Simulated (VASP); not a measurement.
# MgI2 (P-3m1) in VASP: further runs, part 3 of 3

VASP 6.6.1. The steps go on from the part before.

### Step 5. Single point, PBEsol (strain along c alone, the other axes held: -1.5 %, then relaxed in part)

The input, INCAR:

```
ALGO = Normal ; EDIFF = 1E-6
ENCUT = 520 ; GGA = PS
ISIF = 2 ; ISMEAR = 0
LASPH = T ; LCHARG = F
LREAL = F ; LWAVE = F
NBANDS = 15 ; NELM = 80
PREC = Accurate ; SIGMA = 0.02
```

The input, KPOINTS:

```
k-points
0
Gamma
  6 6 4
```

The input, POSCAR:

```
MgI2
1.0
    4.1307255317      0.0000000000      0.0000000000
   -2.0653627658      3.5773132465      0.0000000000
    0.0000000000      0.0000000000      6.9189702615
Mg I
1 2
Direct
    0.0000000000      0.0000000000      0.0000000000
    0.3333333333      0.6666666667      0.7591540252
    0.6666666667      0.3333333333      0.2408459748
```

Potentials or basis: VASP PAW PBE potentials, release 64 (Mg, I).

Started as:

```bash
> cat potpaw_PBE.64/Mg/POTCAR potpaw_PBE.64/I/POTCAR > POTCAR
> mpirun -np 1 vasp_std > vasp.out
```

OUTCAR:

```text
EDIFF = 1E-6
   ENCUT = 520
   GGA = PS
   ISIF = 2
   ISMEAR = 0
   LASPH = T
   LREAL = F
   NELM = 80
   PREC = Accurate

 ion  position               nearest neighbor table
   1  0.000  0.000  0.000-   2 2.91   3 2.91   2 2.91   3 2.91   3 2.91   2 2.91
   2  0.333  0.667  0.759-   1 2.91   1 2.91   1 2.91
   3  0.667  0.333  0.241-   1 2.91   1 2.91   1 2.91

  LATTYP: Found a hexagonal cell.
 ALAT       =     4.1307255317
 C/A-ratio  =     1.6750012094

  Lattice vectors:

 A1 = (   4.1307255317,   0.0000000000,   0.0000000000)
 A2 = (  -2.0653627658,   3.5773132465,   0.0000000000)
 A3 = (   0.0000000000,   0.0000000000,   6.9189702615)

Analysis of symmetry for initial positions (statically):
=====================================================================
 Subroutine PRICEL returns:
 Original cell was already a primitive cell.

 Routine SETGRP: Setting up the symmetry group for a
 hexagonal supercell.

 Subroutine GETGRP returns: Found 12 space group operations
 (whereof 12 operations were pure point group operations)
 out of a pool of 24 trial point group operations.

The static configuration has the point symmetry D_3d.

Analysis of symmetry for dynamics (positions and initial velocities):
=====================================================================
 Subroutine PRICEL returns:
 Original cell was already a primitive cell.

 Routine SETGRP: Setting up the symmetry group for a
 hexagonal supercell.

 Subroutine GETGRP returns: Found 12 space group operations
 (whereof 12 operations were pure point group operations)
 out of a pool of 24 trial point group operations.

The dynamic configuration has the point symmetry D_3d.

 Subroutine INISYM returns: Found 12 space group operations
 (whereof 12 operations are pure point group operations),
 and found     1 'primitive' translations

[... 121 lines left out ...]
   LHFCALC =     F    Hartree Fock is set to
   AEXX    =    0.0000 exact exchange contribution
   IVDW    =     0    specifies the selected vdW correction
   LEPSILON=     F    determine dielectric tensor
   LRPA    =     F    only Hartree local field effects (RPA)
 non-spin polarized calculation
 Gauss-broadening in eV      SIGMA  =   0.02
  energy-cutoff  :      520.00
  volume of cell :      102.24
 maximum number of plane-waves:      2780
 NGX is ok and might be reduce to    32
   NGX = 15   NGY = 15   NGZ = 25

 number of electron      16.0000001 magnetization

 Free energy of the ion-electron system (eV)
  ---------------------------------------------------
  ext. energy  EPLUGINS =         0.00000000
  ---------------------------------------------------
  free energy    TOTEN  =        -8.42146353 eV

  energy without entropy =       -8.42146353  energy(sigma->0) =       -8.42146353

 E-fermi :   2.3198     XC(G=0):  -8.3769

 val. band max:        2.2003567647   @ k =   0.0000   0.0000   0.0000
 cond. band min:       5.7238985585   @ k =   0.5000   0.0000   0.2500
 fundamental gap:      3.5235417937
 Fermi energy:         2.3197663967

 k-point     1 :       0.0000    0.0000    0.0000
  band No.  band energies     occupation
      1      -9.9036      2.00000
      2      -9.1929      2.00000
      3      -1.3609      2.00000
      4       1.8102      2.00000
      5       1.8102      2.00000
      6       2.1903      2.00000
      7       2.1903      2.00000
      8       2.2004      2.00000
      9       5.8843      0.00000
     10       6.9239      0.00000
     11       8.9201      0.00000
     12       8.9201      0.00000
     13       9.5597      0.00000
     14      10.3373      0.00000
[... 401 lines left out ...]
      2      -8.9902      2.00000
      3      -0.9910      2.00000
      4      -0.5843      2.00000
      5      -0.5843      2.00000
      6      -0.0222      2.00000
      7       1.6543      2.00000
      8       1.6543      2.00000
      9       7.0469      0.00000
     10       7.9055      0.00000
     11       7.9055      0.00000
     12       9.4655      0.00000
     13      10.5639      0.00000
     14      10.7647      0.00000
     15      10.9875      0.00000

------------------------ aborting loop because EDIFF is reached ----------------------------------------

  FORCE on cell =-STRESS in cart. coord.  units (eV):
  Direction    XX          YY          ZZ          XY          YZ          ZX
  --------------------------------------------------------------------------------------
  -------------------------------------------------------------------------------------
  Total        0.0098638      0.0098638      0.0807900      0.0000000     -0.0000000     -0.0000000
  in kB        0.1545720      0.1545720      1.2660280      0.0000000     -0.0000000     -0.0000000
  external PRESSURE =       0.5250573 kB  Pullay stress =       0.0000000 kB

 VOLUME and BASIS-vectors are now :
 -----------------------------------------------------------------------------
  energy-cutoff  :      520.00
  volume of cell :      102.24
      direct lattice vectors                 reciprocal lattice vectors
     4.130725532  0.000000000  0.000000000     0.242088222  0.139769700  0.000000000
    -2.065362766  3.577313247  0.000000000     0.000000000  0.279539400  0.000000000
     0.000000000  0.000000000  6.918970262     0.000000000  0.000000000  0.144530177

 POSITION                                       TOTAL-FORCE (eV/Angst)
 -----------------------------------------------------------------------------------
      0.00000      0.00000      0.00000        -0.000000      0.000000      0.000000
     -0.00000      2.38488      5.25256         0.000000     -0.000000      0.006774
      2.06536      1.19244      1.66641        -0.000000      0.000000     -0.006774
 -----------------------------------------------------------------------------------
    total drift:                               -0.000000      0.000000     -0.000000

  FREE ENERGIE OF THE ION-ELECTRON SYSTEM (eV)
  ---------------------------------------------------
  free  energy   TOTEN  =        -8.4214635255 eV

  energy  without entropy=       -8.4214635255  energy(sigma->0) =       -8.42146353
```

stdout:

```text
POSCAR found type information on POSCAR MgI
 POSCAR found :  2 types and       3 ions
 scaLAPACK will be used
 -----------------------------------------------------------------------------
|                                                                             |
|                                                                             |
|     You enforced a specific xc type in the INCAR file but a different       |
|     I HOPE YOU KNOW WHAT YOU ARE DOING!                                     |
|                                                                             |
 -----------------------------------------------------------------------------

 LDA part: xc-table for (Slater+PW92), standard interpolation
 POSCAR, INCAR and KPOINTS ok, starting setup
 FFT: planning ... GRIDC
 FFT: planning ... GRID_SOFT
 FFT: planning ... GRID
 WAVECAR not read
 entering main loop
```

It took 15 s on 1 thread of AMD EPYC 9R45 (Zen 5), shared host; peak memory 0.2 GiB.

Results:

| Property | Result |
| --- | --- |
| Free energy | -8.4215 eV |
| Pressure | 0.1 GPa |
| Largest force | 0.007 eV/Å |
| Band gap on the k mesh | 3.52 eV (least direct gap 3.68 eV) |

Forces on the atoms (eV/Å):
```
Mg   0.000  0.000  0.000
I    0.000  0.000  0.007
I    0.000  0.000 -0.007
```

Caveat: the cell differs from its parent crystal (strain along c alone, the other axes held: -1.5 %, then relaxed in part); the PAW data sets were made with another functional, which shifts forces and pressure a little; spin-orbit coupling is left out, which moves the levels of the heavy elements; this functional lacks dispersion, which binds layers or chains, so the pressure and a relaxed spacing across them are unreliable.

### Step 6. Single point, PBEsol

This run uses another cell than the first one, of 34.60 Å³/atom.

The input, INCAR:

```
SYSTEM = MgI2
PREC = Accurate
ENCUT = 520
EDIFF = 1E-7
ISMEAR = 0
SIGMA = 0.02
LREAL = .FALSE.
LASPH = .TRUE.
NELM = 60
ALGO = Normal
ISIF = 2
LWAVE = .FALSE.
LCHARG = .FALSE.
GGA = PS
NBANDS = 15
```

The input, KPOINTS:

```
Automatic mesh
0
G
  6 6 4
  0 0 0
```

The input, POSCAR:

```
MgI2
1.0
    4.1307255317      0.0000000000      0.0000000000
   -2.0653627658      3.5773132465      0.0000000000
    0.0000000000      0.0000000000      7.0243352908
Mg I
1 2
Direct
    0.0000000000      0.0000000000      0.0000000000
    0.3333333333      0.6666666667      0.7625121869
    0.6666666667      0.3333333333      0.2374878131
```

Potentials or basis: VASP PAW PBE potentials, release 64 (Mg, I).

Started as:

```bash
> cat potpaw_PBE.64/Mg/POTCAR potpaw_PBE.64/I/POTCAR > POTCAR
> mpirun -np 1 vasp_std > vasp.out
```

Run time: 17 s. Hardware: 1 thread of AMD EPYC 9R45 (Zen 5), shared host; peak memory 0.2 GiB.

Results (log left out):

```yaml
Free_energy: -8.4223 eV
Pressure: 0.0 GPa
Band_gap_on_the_k_mesh: 3.54 eV (least direct gap 3.69 eV)
```

Forces on the atoms (eV/Å):
```
Mg   0.000  0.000  0.000
I    0.000  0.000  0.003
I    0.000  0.000 -0.003
```

Levels at points of the mesh, in eV from the valence-band top:
| k point | band 6 | band 7 | band 8 | band 9 | band 10 | band 11 |
| --- | --- | --- | --- | --- | --- | --- |
| (0.00, 0.00, 0.00) | -0.06 | 0.00 | 0.00 | 3.69 | 4.75 | 6.73 |
| (0.50, 0.00, 0.00) | -1.31 | -0.86 | -0.42 | 3.64 | 5.27 | 5.47 |
| (0.00, 0.00, 0.50) | -0.29 | -0.08 | -0.08 | 4.64 | 4.81 | 6.58 |
| (0.50, 0.00, 0.50) | -1.17 | -0.78 | -0.61 | 3.54 | 5.16 | 5.56 |

Caveat: the PAW data sets were made with another functional, which shifts forces and pressure a little; spin-orbit coupling is left out, which moves the levels of the heavy elements; this functional lacks dispersion, which binds layers or chains, so the pressure and a relaxed spacing across them are unreliable. A k mesh can miss the band edges.

### Step 7. Overview

| cell | gap on the mesh (eV) | pressure (GPa) | largest force (eV/Å) |
| --- | --- | --- | --- |
| a = 4.131, b = 4.131, c = 6.814 Å, angles 90.0, 90.0, 120.0°, 3 atoms, atomic positions A | 3.44 | 0.2 | 0.01 |
| a = 4.131, b = 4.131, c = 6.708 Å, angles 90.0, 90.0, 120.0°, 3 atoms, atomic positions B | 3.36 | 0.3 | 0.01 |
| a = 4.131, b = 4.131, c = 6.919 Å, angles 90.0, 90.0, 120.0°, 3 atoms, atomic positions C | 3.52 | 0.1 | 0.01 |
| a = 4.131, b = 4.131, c = 7.024 Å, angles 90.0, 90.0, 120.0°, 3 atoms, atomic positions D | 3.54 | 0.0 | - |

Alike in all rows: task single point; level PBEsol; potentials or basis VASP PAW PBE potentials, release 64 (Mg, I); no spin polarisation; k mesh 6 × 6 × 4; cutoff (eV) 520; smearing gaussian 0.02 eV.

Caveats: the PAW data sets were made with another functional, which shifts forces and pressure a little; spin-orbit coupling is left out, which moves the levels of the heavy elements; this functional lacks dispersion, which binds layers or chains, so the pressure and a relaxed spacing across them are unreliable.

Absolute energies hang on the potentials; compare differences alone.
